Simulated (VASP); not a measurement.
# La2O3 (P-62m) in VASP: settings compared

Aim: see how the results for La2O3 move with the level of theory and the settings. Levels: PBEsol, BLYP. Tasks: single point.

Program: VASP 6.6.1. These are calculated values, not measurements. Logs are shortened: lines on timing, memory, paths and dates and some standing lists are left out, and cuts for length are marked.

### Step 1. The cell of the first run

The structure is hexagonal, space group P-62m (No. 189). Conventional cell: a = 6.267 Å, b = 6.267 Å, c = 3.300 Å, α = 90.00°, β = 90.00°, γ = 120.00°. La (site symmetry -6) has 6 O at 2.45 Å and 2 La at 3.30 Å within 3.3 Å. Within 3.3 Å of O (site symmetry m2m) lie 4 La at 2.45 Å and 6 O at 3.13 to 3.30 Å.

### Step 2. Single point, PBEsol

INCAR

```
SYSTEM = La2O3
  PREC = Accurate
  ENCUT = 520
  EDIFF = 1E-6
  ISMEAR = 0
  SIGMA = 0.01
  LREAL = .False.
  LASPH = .True.
  NELM = 100
  ALGO = Normal
  ISIF = 2
  LWAVE = .False.
  LCHARG = .False.
  GGA = PS
  NBANDS = 28
```

KPOINTS

```
regular mesh
0
Gamma
  6 6 6
  0 0 0
```

POSCAR

```
La2O3
1.0
    6.2667800000      0.0000000000      0.0000000000
   -3.1333900000      5.4271900000      0.0000000000
    0.0000000000      0.0000000000      3.2997700000
La O
2 3
Direct
    0.3333333333      0.6666666667      0.5000000000
    0.6666666667      0.3333333333      0.5000000000
    0.4919900000      0.4919900000      0.0000000000
    0.0000000000      0.5080100000      0.0000000000
    0.5080100000      0.0000000000      0.0000000000
```

Potentials or basis: VASP PAW PBE potentials, release 64 (La, O).

The run is started by

```bash
$ cat potpaw_PBE.64/La/POTCAR potpaw_PBE.64/O/POTCAR > POTCAR
$ mpirun -np 1 vasp_std > vasp.out
```

OUTCAR:

```text
SYSTEM = La2O3
   PREC = Accurate
   ENCUT = 520
   EDIFF = 1E-6
   ISMEAR = 0
   LREAL = .False.
   LASPH = .True.
   NELM = 100
   ISIF = 2
   GGA = PS

 ion  position               nearest neighbor table
   1  0.333  0.667  0.500-   5 2.45   5 2.45   3 2.45   3 2.45   4 2.45   4 2.45   2 3.62   2 3.62
                             2 3.62
   2  0.667  0.333  0.500-   5 2.45   5 2.45   4 2.45   4 2.45   3 2.45   3 2.45   1 3.62   1 3.62
                             1 3.62
   3  0.492  0.492  0.000-   1 2.45   1 2.45   2 2.45   2 2.45
   4  0.000  0.508  0.000-   2 2.45   2 2.45   1 2.45   1 2.45
   5  0.508  0.000  0.000-   2 2.45   2 2.45   1 2.45   1 2.45

  LATTYP: Found a hexagonal cell.
 ALAT       =     6.2667800000
 C/A-ratio  =     0.5265495198

  Lattice vectors:

 A1 = (   6.2667800000,   0.0000000000,   0.0000000000)
 A2 = (  -3.1333900000,   5.4271900000,   0.0000000000)
 A3 = (   0.0000000000,   0.0000000000,   3.2997700000)

Analysis of symmetry for initial positions (statically):
=====================================================================
 Subroutine PRICEL returns:
 Original cell was already a primitive cell.

 Routine SETGRP: Setting up the symmetry group for a
 hexagonal supercell.

 Subroutine GETGRP returns: Found 12 space group operations
 (whereof 12 operations were pure point group operations)
 out of a pool of 24 trial point group operations.

The static configuration has the point symmetry D_3h.

Analysis of symmetry for dynamics (positions and initial velocities):
=====================================================================
 Subroutine PRICEL returns:
 Original cell was already a primitive cell.

 Routine SETGRP: Setting up the symmetry group for a
 hexagonal supercell.

 Subroutine GETGRP returns: Found 12 space group operations
 (whereof 12 operations were pure point group operations)
 out of a pool of 24 trial point group operations.

The dynamic configuration has the point symmetry D_3h.

 Subroutine INISYM returns: Found 12 space group operations
 (whereof 12 operations are pure point group operations),
 and found     1 'primitive' translations

----------------------------------------------------------------------------------------

                                     Primitive cell

  volume of cell :     112.2285

  direct lattice vectors                    reciprocal lattice vectors
[... 81 lines left out ...]
   NGX,Y,Z   is equivalent  to a cutoff of  12.73, 12.73, 14.11 a.u.
   NGXF,Y,Z  is equivalent  to a cutoff of  25.47, 25.47, 28.21 a.u.
 SYSTEM =  La2O3
   PREC   = accura    normal or accurate (medium, high low for compatibility)
   ISTART =      0    job   : 0-new  1-cont  2-samecut
   ICHARG =      2    charge: 1-file 2-atom 10-const
   ISPIN  =      1    spin polarized calculation?
   LNONCOLLINEAR =      F non collinear calculations
   LSORBIT =      F    spin-orbit coupling
   LASPH  =      T    aspherical Exc in radial PAW
   ENCUT  =  520.0 eV  38.22 Ry    6.18 a.u.  11.65 11.65  6.14*2*pi/ulx,y,z
   NELM   =    100;   NELMIN=  2; NELMDL= -5     # of ELM steps
   EDIFF  = 0.1E-05   stopping-criterion for ELM
   LREAL  =      F    real-space projection
[... 7 lines left out ...]
   TEBEG  =    0.0;   TEEND  =   0.0 temperature during run
   PSTRESS=    0.0 pullay stress
   NELECT =      40.0000    total number of electrons
   NUPDOWN=      -1.0000    fix difference up-down
   EMIN   =  10.00;   EMAX   =-10.00  energy-range for DOS
   EFERMI =   0.00;   METHOD = LEGACY
   ISMEAR =     0;   SIGMA  =   0.01  broadening in eV -4-tet -1-fermi 0-gaus
   EFERMI_NEDOS =   21; number of points for ismear=-14 and -15
   IALGO  =     38    algorithm
   IMIX   =      4    mixing-type and parameters
     AMIX     =   0.40;   BMIX     =  1.00
     AMIX_MAG =   1.60;   BMIX_MAG =  1.00
  volume/ion in A,a.u.               =      22.45       151.47
  Fermi-wavevector in a.u.,A,eV,Ry     =   1.160719  2.193441 18.330704  1.347269
  Thomas-Fermi vector in A             =   2.297299
   LORBIT       =      0    0 simple, 1 ext, 2 COOP (PROOUT), +10 PAW based schemes
   GGA     = PS    functional components
   LHFCALC =     F    Hartree Fock is set to
   AEXX    =    0.0000 exact exchange contribution
   IVDW    =     0    specifies the selected vdW correction
   LEPSILON=     F    determine dielectric tensor
   LRPA    =     F    only Hartree local field effects (RPA)
 non-spin polarized calculation
 Gauss-broadening in eV      SIGMA  =   0.01
  energy-cutoff  :      520.00
  volume of cell :      112.23
 maximum number of plane-waves:      3044
 NGX is ok and might be reduce to    48
   NGX = 23   NGY = 23   NGZ = 13

 number of electron      39.9999994 magnetization

 Free energy of the ion-electron system (eV)
  ---------------------------------------------------
  ext. energy  EPLUGINS =         0.00000000
  ---------------------------------------------------
  free energy    TOTEN  =       -42.44138939 eV

  energy without entropy =      -42.44138939  energy(sigma->0) =      -42.44138939

 E-fermi :   3.4023     XC(G=0):  -8.4812

 val. band max:        3.2854216993   @ k =   0.0000   0.0000   0.5000
 cond. band min:       4.7493267535   @ k =   0.0000   0.0000   0.0000
 fundamental gap:      1.4639050542
 Fermi energy:         3.4022618180

 k-point     1 :       0.0000    0.0000    0.0000
  band No.  band energies     occupation
      1     -27.2193      2.00000
      2     -26.9904      2.00000
      3     -14.1707      2.00000
      4     -14.1707      2.00000
      5     -12.4960      2.00000
      6     -10.7515      2.00000
[... 733 lines left out ...]
     27       7.9756      0.00000
     28       8.0619      0.00000

 [... further k-points ...]
[... 5 lines left out ...]
  --------------------------------------------------------------------------------------
  -------------------------------------------------------------------------------------
  Total        0.0501332      0.0501331     -2.6372064      0.0000000      0.0000000      0.0000000
  in kB        0.7157024      0.7157022    -37.6488358      0.0000000      0.0000000      0.0000000
  external PRESSURE =     -12.0724771 kB  Pullay stress =       0.0000000 kB

 VOLUME and BASIS-vectors are now :
 -----------------------------------------------------------------------------
  energy-cutoff  :      520.00
  volume of cell :      112.23
      direct lattice vectors                 reciprocal lattice vectors
     6.266780000  0.000000000  0.000000000     0.159571582  0.092128707  0.000000000
    -3.133390000  5.427190000  0.000000000     0.000000000  0.184257415  0.000000000
     0.000000000  0.000000000  3.299770000     0.000000000  0.000000000  0.303051425

 POSITION                                       TOTAL-FORCE (eV/Angst)
 -----------------------------------------------------------------------------------
     -0.00000      3.61813      1.64989         0.000000      0.000000     -0.000000
      3.13339      1.80906      1.64989         0.000000      0.000000     -0.000000
      1.54160      2.67012      0.00000         0.031167      0.053983      0.000000
     -1.59179      2.75707      0.00000         0.031167     -0.053983     -0.000000
      3.18359      0.00000      0.00000        -0.062335      0.000000      0.000000
 -----------------------------------------------------------------------------------
    total drift:                                0.000002     -0.000000     -0.000000

  FREE ENERGIE OF THE ION-ELECTRON SYSTEM (eV)
  ---------------------------------------------------
  free  energy   TOTEN  =       -42.4413893943 eV

  energy  without entropy=      -42.4413893943  energy(sigma->0) =      -42.44138939
```

stdout:

```text
POSCAR found type information on POSCAR LaO
 POSCAR found :  2 types and       5 ions
 scaLAPACK will be used
 -----------------------------------------------------------------------------
|                                                                             |
|                                                                             |
|     You enforced a specific xc type in the INCAR file but a different       |
|     I HOPE YOU KNOW WHAT YOU ARE DOING!                                     |
|                                                                             |
 -----------------------------------------------------------------------------

 LDA part: xc-table for (Slater+PW92), standard interpolation
 POSCAR, INCAR and KPOINTS ok, starting setup
 FFT: planning ... GRIDC
 FFT: planning ... GRID_SOFT
 FFT: planning ... GRID
 WAVECAR not read
 entering main loop
```

It took 2.9 min on 1 thread of AMD EPYC 7R43 (Zen 3), shared host; peak memory 0.25 GiB.

Results:

- Free energy: -42.4414 eV
- Pressure: -1.2 GPa
- Largest force: 0.062 eV/Å
- Band gap on the k mesh: 1.46 eV (least direct gap 1.98 eV)

Forces on the atoms (eV/Å):
```
La   0.000  0.000  0.000
La   0.000  0.000  0.000
O    0.031  0.054  0.000
O    0.031 -0.054  0.000
O   -0.062  0.000  0.000
```

Levels at points of the mesh, in eV from the valence-band top:
| k point | band 16 | band 17 | band 18 | band 19 | band 20 | band 21 | band 22 | band 23 | band 24 | band 25 |
| --- | --- | --- | --- | --- | --- | --- | --- | --- | --- | --- |
| (0.00, 0.00, 0.00) | -1.96 | -1.03 | -1.03 | -0.73 | -0.51 | 1.46 | 3.50 | 4.01 | 4.01 | 4.84 |
| (0.50, 0.00, 0.00) | -1.75 | -1.68 | -1.19 | -1.16 | -0.97 | 2.62 | 3.50 | 4.31 | 4.40 | 4.44 |
| (0.00, 0.00, 0.50) | -1.51 | -1.20 | -1.20 | -0.34 | 0.00 | 4.34 | 4.37 | 4.39 | 4.39 | 4.42 |
| (0.50, 0.00, 0.50) | -1.84 | -1.63 | -1.42 | -0.69 | -0.65 | 4.31 | 4.44 | 4.45 | 4.50 | 4.59 |

Caveat: the PAW data sets were made with another functional, which shifts forces and pressure a little; spin-orbit coupling is left out, which moves the levels of the heavy elements. A k mesh can miss the band edges.

### Step 3. Single point, BLYP

INCAR

```
SYSTEM = La2O3
AGGAC    = 1.0          
AGGAX    = 1.0          
ALDAC    = 0.0          
ALDAX    = 1.0          
ALGO     = Normal         ! electronic algorithm
EDIFF    = 1E-6           ! SCF threshold, eV
ENCUT    = 520            ! plane-wave cutoff, eV
GGA      = B5             ! functional
ISIF     = 2              ! what is computed and relaxed
ISMEAR   = 0              ! smearing method
LASPH    = .TRUE.         ! aspherical terms in the spheres
LCHARG   = .FALSE.        ! write CHGCAR
LREAL    = .FALSE.        ! projectors in reciprocal space
LWAVE    = .FALSE.        ! write WAVECAR
NBANDS   = 28             ! bands
NELM     = 100            ! most SCF steps
PREC     = Accurate       ! precision mode
SIGMA    = 0.01           ! smearing width, eV
```

KPOINTS

```
k-points
0
G
  6 6 6
  0 0 0
```

POSCAR is that of step 2.

Potentials or basis: VASP PAW PBE potentials, release 64 (La, O).

The run is started by

```bash
$ cat potpaw_PBE.64/La/POTCAR potpaw_PBE.64/O/POTCAR > POTCAR
$ mpirun -np 1 vasp_std > vasp.out
```

It took 4.2 min on 1 thread of AMD EPYC 7R43 (Zen 3), shared host; peak memory 0.24 GiB.

Results (log left out):

```yaml
Free_energy: -39.0690 eV
Pressure: 5.3 GPa
Largest_force: 0.034 eV/Å
Band_gap_on_the_k_mesh: 1.64 eV (least direct gap 2.15 eV)
```

Forces in eV/Å, atoms in the order of the input:
```
La   0.000  0.000  0.000
La   0.000  0.000  0.000
O    0.017  0.029  0.000
O    0.017 -0.029  0.000
O   -0.034  0.000  0.000
```

Stress tensor (GPa, compression positive):
```
5.50 0.00 0.00
0.00 5.50 0.00
0.00 0.00 4.86
```

Levels at points of the mesh, in eV from the valence-band top:
```csv
k point,band 18,band 19,band 20,band 21,band 22,band 23
"(0.00, 0.00, 0.00)",-1.01,-0.72,-0.51,1.64,3.48,3.94
"(0.50, 0.00, 0.00)",-1.17,-1.14,-0.96,2.78,3.52,4.15
"(0.00, 0.00, 0.50)",-1.19,-0.33,0.00,4.12,4.16,4.20
"(0.50, 0.00, 0.50)",-1.38,-0.68,-0.64,4.23,4.24,4.25
```

Caveat: the cell stands under pressure; the PAW data sets were made with another functional, which shifts forces and pressure a little; spin-orbit coupling is left out, which moves the levels of the heavy elements.
